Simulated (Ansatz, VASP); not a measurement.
# HfO2 in VASP and in Ansatz

File INCAR:

```
SYSTEM = HfO2
ALGO = Normal ; EDIFF = 1E-7
EDIFFG = -0.002 ; ENCUT = 600
GGA = PS ; GGA_COMPAT = .FALSE.
IBRION = 2 ; ISIF = 3
ISMEAR = 0 ; LASPH = .TRUE.
LCHARG = .FALSE. ; LREAL = .FALSE.
LWAVE = .FALSE. ; NELM = 120
NELMIN = 4 ; NSW = 100
PREC = Accurate ; SIGMA = 0.02
```

The input KPOINTS:

```
k-points
0
G
  6 6 6
  0 0 0
```

File POSCAR:

```
HfO2
1.0
    5.0321592200      0.0000000000      0.0000000000
    0.0000000000      5.0321592200      0.0000000000
    0.0000000000      0.0000000000      5.0321592200
Hf O
4 8
Direct
    0.0000000000      0.0000000000      0.0000000000
    0.0000000000      0.5000000000      0.5000000000
    0.5000000000      0.0000000000      0.5000000000
    0.5000000000      0.5000000000      0.0000000000
    0.2500000000      0.2500000000      0.7500000000
    0.2500000000      0.7500000000      0.7500000000
    0.2500000000      0.7500000000      0.2500000000
    0.2500000000      0.2500000000      0.2500000000
    0.7500000000      0.2500000000      0.2500000000
    0.7500000000      0.7500000000      0.2500000000
    0.7500000000      0.7500000000      0.7500000000
    0.7500000000      0.2500000000      0.7500000000
```

Input for Ansatz:

```yaml
crystal:
  lattice:
    - [5.03215922, 0.0, 0.0]
    - [0.0, 5.03215922, 0.0]
    - [0.0, 0.0, 5.03215922]
  atoms:
    - { symbol: Hf, position: [0.0, 0.0, 0.0] }
    - { symbol: O, position: [0.25, 0.25, 0.75] }
    - { symbol: O, position: [0.25, 0.75, 0.75] }
    - { symbol: Hf, position: [0.0, 0.5, 0.5] }
    - { symbol: O, position: [0.25, 0.75, 0.25] }
    - { symbol: O, position: [0.25, 0.25, 0.25] }
    - { symbol: Hf, position: [0.5, 0.0, 0.5] }
    - { symbol: O, position: [0.75, 0.25, 0.25] }
    - { symbol: O, position: [0.75, 0.75, 0.25] }
    - { symbol: Hf, position: [0.5, 0.5, 0.0] }
    - { symbol: O, position: [0.75, 0.75, 0.75] }
    - { symbol: O, position: [0.75, 0.25, 0.75] }
basis:
  ecutwfc: 420
kpoints:
  mp_grid: { grid: [6, 6, 6] }
hamiltonian:
  xc: pbesol
  pseudopotentials: { kind: paw, azcp: { folder: soft_1 } }
scf:
  occupations: { method: gaussian, width: 0.02 }
output:
  forces: true
  stress: true
  eigenvalues: true
relax:
  adjacent_minimum: "off"
  f_tol: 0.002
  max_steps: 80
  cell: { stress_tol: 0.02 }
```

Alike in both runs: task relaxation of cell and atoms; functional PBEsol; k mesh 6 × 6 × 6; occupations gaussian, width 0.02 eV; no spin polarisation.

|  | VASP | Ansatz |
| --- | --- | --- |
| version | VASP 6.6.1 | Ansatz 0.2.0 |
| potentials or method | VASP PAW PBE potentials, release 64 (Hf_pv, O), cutoff 600 eV | scalar-relativistic, plane waves, PAW |
| valence electrons in the cell | 88 | 152 |

```csv
,VASP,Ansatz,Ansatz less VASP
"gap on the k mesh at the Fermi level, each at its own relaxed structure (eV)",3.75,3.69,-0.063
relaxed volume (Å³/atom),10.53,10.70,+0.163
```

VASP's potentials were made for PBE, not for PBEsol, and Ansatz warns of the same on its side. VASP's potentials hold 88 valence electrons a cell and Ansatz's 152, so a difference there can come from the potentials and not from the codes.

Neither program's run includes spin-orbit coupling.
